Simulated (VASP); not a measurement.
# Sn (Immm) in VASP: further runs

Runs on Sn. Level: PBEsol+D3(BJ). Tasks: single point.

Everything below comes from runs of VASP 6.6.1. Logs are shortened: lines on timing, memory, paths and dates and some standing lists are left out, and cuts for length are marked.

## 1. The cell of the first run

Symmetry: Immm, No. 71, orthorhombic system. The conventional cell has a = 3.521 Å, b = 3.644 Å, c = 3.974 Å, α = 90.00°, β = 90.00°, γ = 90.00°. Within 4.2 Å of Sn (site symmetry mmm) lie 14 Sn at 3.22 to 3.97 Å.

## 2. Single point, PBEsol+D3(BJ) (strain +0.0175 x Voigt [0, 1, 0, 0, 0, 0])

Contents of INCAR:

```
ALGO = Fast
EDIFF = 1E-6
ENCUT = 520
GGA = PS
ISIF = 2
ISMEAR = 0
IVDW = 12
LASPH = True
LCHARG = False
LREAL = False
LWAVE = False
NBANDS = 13
NELM = 80
PREC = Accurate
SIGMA = 0.15
```

Contents of KPOINTS:

```
k-points
0
Gamma
  24 24 24
```

Contents of POSCAR:

```
Sn
1.0
   -1.8221530004      1.7607414226      1.9868244599
    1.8221530004     -1.7607414226      1.9868244599
    1.8221530004      1.7607414226     -1.9868244599
Sn
1
Direct
    0.0000000000      0.0000000000      0.0000000000
```

Potentials or basis: VASP PAW PBE potentials, release 64 (Sn_d).

On the command line:

```
cat potpaw_PBE.64/Sn_d/POTCAR > POTCAR
mpirun -np 1 vasp_std > vasp.out
```

OUTCAR:

```text
EDIFF = 1E-6
   ENCUT = 520
   GGA = PS
   ISIF = 2
   ISMEAR = 0
   IVDW = 12
   LASPH = True
   LREAL = False
   NELM = 80
   PREC = Accurate
 IVDW          = 12

 ion  position               nearest neighbor table
   1  0.000  0.000  0.000-

  LATTYP: Found a body centered orthorhombic cell.
 ALAT       =     3.5214828452
 B/A-ratio  =     1.0348782490
 C/A-ratio  =     1.1284021801

  Lattice vectors:

 A1 = (   1.8221530004,  -1.7607414226,  -1.9868244599)
 A2 = (  -1.8221530004,   1.7607414226,  -1.9868244599)
 A3 = (   1.8221530004,   1.7607414226,   1.9868244599)

Analysis of symmetry for initial positions (statically):
=====================================================================
 Subroutine PRICEL returns:
 Original cell was already a primitive cell.

 Routine SETGRP: Setting up the symmetry group for a
 body centered orthorhombic supercell.

 Subroutine GETGRP returns: Found  8 space group operations
 (whereof  8 operations were pure point group operations)
 out of a pool of  8 trial point group operations.

The static configuration has the point symmetry D_2h.

Analysis of symmetry for dynamics (positions and initial velocities):
=====================================================================
 Subroutine PRICEL returns:
 Original cell was already a primitive cell.

 Routine SETGRP: Setting up the symmetry group for a
 body centered orthorhombic supercell.

 Subroutine GETGRP returns: Found  8 space group operations
 (whereof  8 operations were pure point group operations)
 out of a pool of  8 trial point group operations.

The dynamic configuration has the point symmetry D_2h.

 Subroutine INISYM returns: Found  8 space group operations
 (whereof  8 operations are pure point group operations),
 and found     1 'primitive' translations

----------------------------------------------------------------------------------------

                                     Primitive cell

  volume of cell :      25.4976

  direct lattice vectors                    reciprocal lattice vectors
    -1.822153000  1.760741423  1.986824460     0.000000000  0.283971283  0.251657864
     1.822153000 -1.760741423  1.986824460     0.274400668  0.000000000  0.251657864
     1.822153000  1.760741423 -1.986824460     0.274400668  0.283971283  0.000000000

  length of vectors
     3.219925985  3.219925985  3.219925985     0.379435594  0.372327016  0.394886586

[... 79 lines left out ...]
   LREAL  =      F    real-space projection
[... 7 lines left out ...]
   TEBEG  =    0.0;   TEEND  =   0.0 temperature during run
   PSTRESS=    0.0 pullay stress
   NELECT =      14.0000    total number of electrons
   NUPDOWN=      -1.0000    fix difference up-down
   EMIN   =  10.00;   EMAX   =-10.00  energy-range for DOS
   EFERMI =   0.00;   METHOD = LEGACY
   ISMEAR =     0;   SIGMA  =   0.15  broadening in eV -4-tet -1-fermi 0-gaus
   EFERMI_NEDOS =   21; number of points for ismear=-14 and -15
   IALGO  =     68    algorithm
   IMIX   =      4    mixing-type and parameters
     AMIX     =   0.40;   BMIX     =  1.00
     AMIX_MAG =   1.60;   BMIX_MAG =  1.00
  volume/ion in A,a.u.               =      25.50       172.07
  Fermi-wavevector in a.u.,A,eV,Ry     =   1.340554  2.533279 24.450814  1.797084
  Thomas-Fermi vector in A             =   2.468857
   LORBIT       =      0    0 simple, 1 ext, 2 COOP (PROOUT), +10 PAW based schemes
   GGA     = PS    functional components
   LHFCALC =     F    Hartree Fock is set to
   AEXX    =    0.0000 exact exchange contribution
   IVDW    =    12    specifies the selected vdW correction
   LEPSILON=     F    determine dielectric tensor
   LRPA    =     F    only Hartree local field effects (RPA)
 non-spin polarized calculation
 RMM-DIIS sequential band-by-band and
 Gauss-broadening in eV      SIGMA  =   0.15
  energy-cutoff  :      520.00
  volume of cell :       25.50
 maximum number of plane-waves:       710
   NGX = 11   NGY = 11   NGZ = 11

 number of electron      13.9999995 magnetization

 Free energy of the ion-electron system (eV)
  ---------------------------------------------------
  ext. energy  EPLUGINS =         0.00000000
  ---------------------------------------------------
  free energy    TOTEN  =        -4.23359426 eV

  energy without entropy =       -4.22746975  energy(sigma->0) =       -4.23053201

 E-fermi :   8.7446     XC(G=0): -10.8077

 val. band max:        8.7395855876   @ k =   0.2917  -0.0833   0.0833
 cond. band min:       8.7458691789   @ k =   0.3333  -0.3333   0.2083
 fundamental gap:      0.0062835913
 Fermi energy:         8.7445826681

 k-point     1 :       0.0000    0.0000    0.0000
  band No.  band energies     occupation
      1     -12.7737      2.00000
      2     -12.7581      2.00000
      3     -12.7312      2.00000
      4     -12.6292      2.00000
      5     -12.5736      2.00000
      6      -2.8586      2.00000
      7      16.9072      0.00000
      8      17.0738      0.00000
      9      17.5669      0.00000
     10      20.2367      0.00000
     11      20.9927      0.00000
     12      21.6462      0.00000
     13      21.7756      0.00000
[... 354 lines left out ...]
  band No.  band energies     occupation
      1     -12.8029      2.00000
      2     -12.7399      2.00000
      3     -12.6271      2.00000
      4     -12.5822      2.00000
      5     -12.5089      2.00000
      6       1.4108      2.00000
      7       4.9282      2.00000
      8      12.6559      0.00000
      9      14.4709      0.00000
     10      17.5717      0.00000
     11      18.1722      0.00000
     12      22.2207      0.00000
     13      25.2311      0.00000

 [... further k-points ...]

------------------------ aborting loop because EDIFF is reached ----------------------------------------

 Edisp (eV)   -0.41623

 E8    (eV) :    -0.2936

  FORCE on cell =-STRESS in cart. coord.  units (eV):
  Direction    XX          YY          ZZ          XY          YZ          ZX
  --------------------------------------------------------------------------------------
  -------------------------------------------------------------------------------------
  Total      -0.14011    -0.20885    -0.16672     0.00000     0.00000     0.00000
  in kB      -8.80425   -13.12332   -10.47604     0.00000     0.00000     0.00000
  external pressure =      -10.80 kB  Pullay stress =        0.00 kB

 VOLUME and BASIS-vectors are now :
 -----------------------------------------------------------------------------
  energy-cutoff  :      520.00
  volume of cell :       25.50
      direct lattice vectors                 reciprocal lattice vectors
    -1.822153000  1.760741423  1.986824460     0.000000000  0.283971283  0.251657864
     1.822153000 -1.760741423  1.986824460     0.274400668  0.000000000  0.251657864
     1.822153000  1.760741423 -1.986824460     0.274400668  0.283971283  0.000000000

 POSITION                                       TOTAL-FORCE (eV/Angst)
 -----------------------------------------------------------------------------------
      0.00000      0.00000      0.00000         0.000000      0.000000      0.000000
 -----------------------------------------------------------------------------------
    total drift:                               -0.000000      0.000000     -0.000000

  FREE ENERGIE OF THE ION-ELECTRON SYSTEM (eV)
  ---------------------------------------------------
  free  energy   TOTEN  =        -4.6498278241 eV

  energy  without entropy=       -4.6437033118  energy(sigma->0) =       -4.64676557
```

Run time: 13 min. Hardware: 1 thread of Oxide Virtual Turin-like, shared host; peak memory 0.62 GiB.

What came out:

- Free energy: -4.6498 eV
- Pressure: -1.1 GPa
- Band gap on the k mesh: zero (bands 7 and 8 overlap by 10.73 eV)
- Dispersion energy per atom: -0.416 eV

Levels at points of the mesh, in eV from the Fermi level:
```
           k point  band 4  band 5  band 6  band 7  band 8  band 9  band 10  band 11
(0.00, 0.00, 0.00)  -21.37  -21.32  -11.60    8.16    8.33    8.82    11.49    12.25
(0.50, 0.00, 0.00)  -21.32  -21.24   -6.57   -4.82    4.10    5.91     8.65     8.80
(0.00, 0.50, 0.00)  -21.34  -21.25   -6.85   -4.92    4.59    6.57     9.23     9.44
(0.50, 0.50, 0.00)  -21.31  -21.23   -6.02   -4.56    3.03    4.44     7.32     7.43
(0.50, 0.50, 0.50)  -21.25  -21.25   -2.50   -1.82   -0.22    0.53     3.64     4.47
```

Caveat: the cell differs from its parent crystal (strain +0.0175 x Voigt [0, 1, 0, 0, 0, 0]); the PAW data sets were made with another functional, which shifts forces and pressure a little; spin-orbit coupling is left out, which moves the levels of the heavy elements.

## 3. Single point, PBEsol+D3(BJ) (strain +0.0200 x Voigt [0, 1, 0, 0, 0, 0])

Contents of INCAR:

```
SYSTEM = Sn
ALGO     = Fast           ! electronic algorithm
EDIFF    = 1E-7           ! SCF threshold, eV
ENCUT    = 520            ! plane-wave cutoff, eV
GGA      = PS             ! functional
ISIF     = 2              ! what is computed and relaxed
ISMEAR   = 0              ! smearing method
IVDW     = 12             ! dispersion correction
LASPH    = .TRUE.         ! aspherical terms in the spheres
LCHARG   = .FALSE.        ! write CHGCAR
LREAL    = .FALSE.        ! projectors in reciprocal space
LWAVE    = .FALSE.        ! write WAVECAR
NBANDS   = 13             ! bands
NELM     = 60             ! most SCF steps
PREC     = Accurate       ! precision mode
SIGMA    = 0.15           ! smearing width, eV
```

Contents of KPOINTS:

```
k-points
0
G
  24 24 24
  0 0 0
```

Contents of POSCAR:

```
Sn
1.0
   -1.8221530004      1.7650675686      1.9868244599
    1.8221530004     -1.7650675686      1.9868244599
    1.8221530004      1.7650675686     -1.9868244599
Sn
1
Direct
    0.0000000000      0.0000000000      0.0000000000
```

Potentials or basis: VASP PAW PBE potentials, release 64 (Sn_d).

On the command line:

```
cat potpaw_PBE.64/Sn_d/POTCAR > POTCAR
mpirun -np 1 vasp_std > vasp.out
```

Run time: 15 min. Hardware: 1 thread of Oxide Virtual Turin-like, shared host; peak memory 0.63 GiB.

The run converged. Its results:

* Free energy: -4.6493 eV
* Pressure: -1.2 GPa
* Band gap on the k mesh: zero (bands 7 and 8 overlap by 10.71 eV)
* Dispersion energy per atom: -0.415 eV

Stress tensor (GPa, compression positive):
```
-1.05  0.00  0.00
 0.00 -1.48  0.00
 0.00  0.00 -1.17
```

Levels at points of the mesh, in eV from the Fermi level:
```
           k point  band 3  band 4  band 5  band 6  band 7  band 8  band 9  band 10  band 11  band 12
(0.00, 0.00, 0.00)  -21.48  -21.37  -21.32  -11.58    8.15    8.33    8.78    11.49    12.26    12.89
(0.50, 0.00, 0.00)  -21.37  -21.32  -21.24   -6.58   -4.81    4.09    5.92     8.65     8.81    13.37
(0.00, 0.50, 0.00)  -21.38  -21.34  -21.25   -6.84   -4.90    4.55    6.53     9.18     9.40    13.12
(0.50, 0.50, 0.00)  -21.33  -21.31  -21.23   -6.02   -4.55    3.03    4.44     7.31     7.43    17.00
(0.50, 0.50, 0.50)  -21.28  -21.25  -21.25   -2.51   -1.80   -0.20    0.49     3.64     4.45    18.73
```

Caveat: the cell differs from its parent crystal (strain +0.0200 x Voigt [0, 1, 0, 0, 0, 0]); the PAW data sets were made with another functional, which shifts forces and pressure a little; spin-orbit coupling is left out, which moves the levels of the heavy elements.
